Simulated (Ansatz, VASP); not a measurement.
# SiC: VASP beside Ansatz

```xyz
4
Lattice="2.7888 0.0000 0.0000 -1.3944 2.4152 0.0000 0.0000 0.0000 4.5949" Properties=species:S:1:pos:R:3 pbc="T T T"
Si    0.0000    1.6101    3.4462
Si    1.3944    0.8051    1.1487
C     0.0000    0.0000    0.0000
C     0.0000    0.0000    2.2974
```

Alike in both runs: task relaxation of cell and atoms; functional PBE; k mesh 9 × 9 × 4; occupations gaussian, width 0.1 eV; no spin polarisation.

|  | VASP | Ansatz |
| --- | --- | --- |
| version | VASP 6.6.1 | Ansatz 0.2.0 |
| potentials or method | VASP PAW PBE potentials, release 64 (Si, C), cutoff 600 eV | scalar-relativistic, plane waves, PAW |
| valence electrons in the cell | 16 | 16 |

```csv
,VASP,Ansatz,Ansatz less VASP
"gap on the k mesh at the Fermi level, each at its own relaxed structure (eV)",none,none,-
relaxed volume (Å³/atom),9.06,9.07,+0.008
relaxed cell length with the largest relative difference (Å),5.117,5.106,-0.0111
```

A gap of «none» marks a metal or a gap that the smearing closes.

Noted on VASP's run: the volume moved by over 15 % at a fixed basis, so the end points are rough.
